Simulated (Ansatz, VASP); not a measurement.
## Two plane-wave programs on Rb4SbP3

```
CELL_PARAMETERS angstrom
-3.54688 3.54688 7.06473
3.54688 -3.54688 7.06473
3.54688 3.54688 -7.06473
ATOMIC_POSITIONS crystal
Rb 0.50000 0.00000 0.50000
Rb 0.73655 0.73655 0.00000
Rb 0.00000 0.50000 0.50000
Rb 0.26345 0.26345 0.00000
Sb 0.00000 0.00000 0.00000
P 0.25000 0.75000 0.50000
P 0.50000 0.50000 0.00000
P 0.75000 0.25000 0.50000
```

Alike in both runs: functional PBE; k mesh 8 × 8 × 8; occupations gaussian, width 0.1 eV; no spin polarisation.

Ansatz relaxed the structure, and its values are those at the end. VASP's run is a single point on that final structure, the one shown.

```csv
,VASP,Ansatz
version,VASP 6.6.1,Ansatz 0.2.0
potentials or method,"VASP PAW PBE potentials, release 64 (Rb_sv, Sb, P), cutoff 520 eV","scalar-relativistic, plane waves, PAW"
valence electrons in the cell,56,66
```

```csv
,VASP,Ansatz,Ansatz less VASP
gap on the k mesh at the Fermi level (eV),none,none,-
pressure (GPa),0.0,0.0,0.00
```

A gap of «none» marks a metal or a gap that the smearing closes. VASP's potentials hold 56 valence electrons a cell and Ansatz's 66, so a difference there can come from the potentials and not from the codes.

Neither program's run includes spin-orbit coupling.
